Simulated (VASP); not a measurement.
Set up this calculation in VASP 6.6.1, as the native input.

| Property | Result |
| --- | --- |
| Task | single point |
| Functional | PBEsol |
| Potentials or basis | VASP PAW PBE potentials, release 64 (S) |
| Cutoff | 500 eV |
| k mesh | 7 × 7 × 7 |
| Occupations | fermi-dirac, width 0.1 eV |
| Spin | no spin polarisation |
| Dipole correction | no |
| Further INCAR settings | ALGO = Normal; EDIFF = 1e-06; NBANDS = 9 |

The structure of S lies in POSCAR:

```
S
1.0
    0.0000000000      1.7539332380      1.7539332380
    1.7539332380      0.0000000000      1.7539332380
    1.7539332380      1.7539332380      0.0000000000
S
1
Direct
    0.0000000000      0.0000000000      0.0000000000
```

This isn't the form of S at room conditions, which is orthorhombic, of S8 rings.

One way to write it, as run:

INCAR

```
PREC     = Accurate       # precision mode
ENCUT    = 500            # plane-wave cutoff, eV
EDIFF    = 1E-6           # SCF threshold, eV
ISMEAR   = -1             # smearing method
SIGMA    = 0.1            # smearing width, eV
LREAL    = False          # projectors in reciprocal space
LASPH    = True           # aspherical terms in the spheres
NELM     = 120            # most SCF steps
ALGO     = Normal         # electronic algorithm
ISIF     = 2              # what is computed and relaxed
LWAVE    = False          # write WAVECAR
LCHARG   = False          # write CHGCAR
GGA      = PS             # functional
NBANDS   = 9              # bands
GGA_COMPAT= False
```

KPOINTS

```
Automatic mesh
0
Gamma
  7 7 7
```

Potentials or basis: VASP PAW PBE potentials, release 64 (S).

Run with:

```console
$ cat potpaw_PBE.64/S/POTCAR > POTCAR
$ mpirun -np 1 vasp_std > vasp.out
```

It gave:

```
Pressure               : 60.0 GPa
Band gap on the k mesh : zero (bands 3 and 4 overlap by 9.02 eV)
```

Caveat: the k points lie up to 0.44 Å⁻¹ apart, too coarse for converged energies and pressures of a metal; the PAW data sets were made with another functional, which shifts forces and pressure a little.

It took 1.3 s on 1 thread of Intel(R) Xeon(R) 6975P-C (Granite Rapids), on a shared host, peak memory 0.11 GiB.
